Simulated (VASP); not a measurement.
Write the native input for VASP 6.6.1 that does the following.

```yaml
Task: relaxation of cell and atoms
Functional: r2SCAN
Potentials_or_basis: VASP PAW PBE potentials, release 64 (Cu)
Cutoff: 660 eV
k_mesh: 10 × 10 × 10
Occupations: fermi-dirac, width 0.05 eV
Spin: no spin polarisation
Target_pressure: 20 GPa
Dipole_correction: no
Further_INCAR_settings: ALGO = Normal; EDIFF = 1e-07; IBRION = 2; EDIFFG = -0.02; NSW = 60; ISIF = 3
```

Cu:

```
CELL_PARAMETERS angstrom
-1.43500 1.43500 1.43500
1.43500 -1.43500 1.43500
1.43500 1.43500 -1.43500
ATOMIC_POSITIONS crystal
Cu 0.00000 0.00000 0.00000
```

This isn't the form of Cu at room conditions, which is fcc.

These files were run (other wordings do the same):

POSCAR

```
Cu
1.0
   -1.4350000000      1.4350000000      1.4350000000
    1.4350000000     -1.4350000000      1.4350000000
    1.4350000000      1.4350000000     -1.4350000000
Cu
1
Direct
    0.0000000000      0.0000000000      0.0000000000
```

INCAR.step1

```
SYSTEM = Cu
PREC = Accurate
ENCUT = 660
ISMEAR = -1
SIGMA = 0.05
LREAL = .False.
LASPH = .True.
NELM = 120
GGA = PE
ALGO = Normal
EDIFF = 1E-5
LWAVE = .True.
LCHARG = .False.
GGA_COMPAT = .False.
IBRION = 2
ISIF = 3
EDIFFG = -0.005
NELMIN = 4
NSW = 100
```

INCAR.step2

```
SYSTEM = Cu
PREC = Accurate
ENCUT = 660
EDIFF = 1E-7
ISMEAR = -1
SIGMA = 0.05
LREAL = .False.
LASPH = .True.
NELM = 120
ALGO = Normal
ISIF = 3
LWAVE = .False.
LCHARG = .False.
METAGGA = R2SCAN
LMIXTAU = .True.
IBRION = 2
NSW = 60
EDIFFG = -0.02
PSTRESS = 200.0
ISTART = 1
GGA_COMPAT = .False.
NELMIN = 4
```

KPOINTS

```
regular mesh
0
Gamma
  10 10 10
  0 0 0
```

Potentials or basis: VASP PAW PBE potentials, release 64 (Cu).

Command:

```bash
$ cat potpaw_PBE.64/Cu/POTCAR > POTCAR
$ cp INCAR.step1 INCAR
$ mpirun -np 1 vasp_std > vasp.out
$ cp INCAR.step2 INCAR
$ mpirun -np 1 vasp_std > vasp.out
```

Results of the run:

```yaml
Relaxed_volume: 10.45 Å³/atom
Relaxed_cell: a = 2.385 Å, b = 2.385 Å, c = 2.385 Å, α = 109.47°, β = 109.47°, γ = 109.47°
Space_group_after_relaxing_to_0.1_Å: Im-3m (No. 229)
Energy_change_on_relaxing_the_run_minimises_the_enthalpy: +55.8 meV/atom
Ionic_steps: 4
Pressure_after_relaxing: 19.9 GPa
Band_gap_on_the_k_mesh: zero (an odd number of electrons rules out a gap without spin polarisation)
```

Caveat: the cell is relaxed towards a set pressure, so the run minimises the enthalpy, not the energy; the PAW data sets were made with another functional, which shifts forces and pressure a little.

It took 45 s on 1 thread of Intel(R) Xeon(R) 6975P-C (Granite Rapids), with other jobs on the host, peak memory 0.15 GiB.
